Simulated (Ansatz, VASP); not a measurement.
# Al3Os in VASP and in Ansatz

The input INCAR:

```
PREC     = Accurate       # precision mode
ENCUT    = 520            # plane-wave cutoff, eV
EDIFF    = 1E-7           # SCF threshold, eV
ISMEAR   = 0              # smearing method
SIGMA    = 0.1            # smearing width, eV
LREAL    = False          # projectors in reciprocal space
LASPH    = True           # aspherical terms in the spheres
NELM     = 80             # most SCF steps
ALGO     = Fast           # electronic algorithm
ISIF     = 2              # what is computed and relaxed
LWAVE    = False          # write WAVECAR
LCHARG   = True           # write CHGCAR
GGA      = PE             # functional
LELF     = True           # ELF
LVHAR    = True         
NBANDS   = 16             # bands
```

File KPOINTS:

```
Automatic mesh
0
Gamma
  6 6 6
```

The input POSCAR:

```
Al3Os
1.0
   -1.8725153904      1.8725153904      4.1827616513
    1.8725153904     -1.8725153904      4.1827616513
    1.8725153904      1.8725153904     -4.1827616513
Al Os
3 1
Direct
    0.5000000000      0.5000000000      0.0000000000
    0.2500000000      0.7500000000      0.5000000000
    0.7500000000      0.2500000000      0.5000000000
    0.0000000000      0.0000000000      0.0000000000
```

Input for Ansatz:

```yaml
crystal:
  lattice:
    - [-1.8725153904, 1.8725153904, 4.1827616513]
    - [1.8725153904, -1.8725153904, 4.1827616513]
    - [1.8725153904, 1.8725153904, -4.1827616513]
  atoms:
    - { symbol: Al, position: [0.5, 0.5, 0.0] }
    - { symbol: Al, position: [0.25, 0.75, 0.5] }
    - { symbol: Al, position: [0.75, 0.25, 0.5] }
    - { symbol: Os, position: [0.0, 0.0, 0.0] }
basis:
  ecutwfc: 420
kpoints:
  mp_grid: { grid: [6, 6, 6] }
hamiltonian:
  xc: pbe
scf:
  occupations: { method: gaussian, width: 0.1 }
  lower_state_search: "off"
output:
  forces: true
  stress: true
  eigenvalues: true
```

Alike in both runs: task single point; functional PBE; k mesh 6 × 6 × 6; occupations gaussian, width 0.1 eV; no spin polarisation.

|  | VASP | Ansatz |
| --- | --- | --- |
| version | VASP 6.6.1 | Ansatz 0.2.0 |
| potentials or method | VASP PAW PBE potentials, release 64 (Al, Os), cutoff 520 eV | scalar-relativistic, plane waves, PAW |
| valence electrons in the cell | 17 | 25 |

```csv
,VASP,Ansatz,Ansatz less VASP
gap on the k mesh at the Fermi level (eV),none,none,-
pressure (GPa),-0.6,-0.6,+0.03
"traceless stress, the component that is largest in VASP (GPa)",-13.55,-13.51,+0.039
```

A gap of «none» marks a metal or a gap that the smearing closes. VASP's potentials hold 17 valence electrons a cell and Ansatz's 25, so a difference there can come from the potentials and not from the codes.

The k mesh is coarse, so the values compare programs but aren't converged. Spin-orbit coupling is off throughout.
